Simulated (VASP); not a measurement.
Runs of VASP 6.6.1 on Li3Ga2Sb3. The structure is that of space group Pm-3m (No. 221), or close to it. The cells are those of the table. 

```csv
task,cell,k mesh,cutoff (eV),gap on the mesh (eV),pressure (GPa),relaxed volume (Å³/atom)
relaxation of cell and atoms,"relaxed from a = 5.564 Å, 8 atoms",4 × 4 × 4,600,none,0.0,22.64
relaxation of cell and atoms,"relaxed from a = 5.664 Å, 8 atoms",8 × 8 × 8,600,none,0.0,(a)
single point,"a = 5.671 Å, 8 atoms",8 × 8 × 8,520,none,-,-
single point,"a = 5.664 Å, 8 atoms",4 × 4 × 4,520,none,-,-
```

Alike in all rows: level PBE; potentials or basis VASP PAW PBE potentials, release 64 (Li_sv, Ga_d, Sb); no spin polarisation; smearing gaussian 0.1 eV.

Fill in the values left out.

(a) 22.76.

Caveats: the cutoff is under 1.25 times the usual one of these potentials, so pressure, stress and relaxed cells hold a basis-set (Pulay) error; spin-orbit coupling is left out, which moves the levels of the heavy elements.

A k mesh can miss the band edges, and the runs leave out spin-orbit coupling on Ga, Sb.

A gap of «none» marks levels without a gap at the run's occupations.
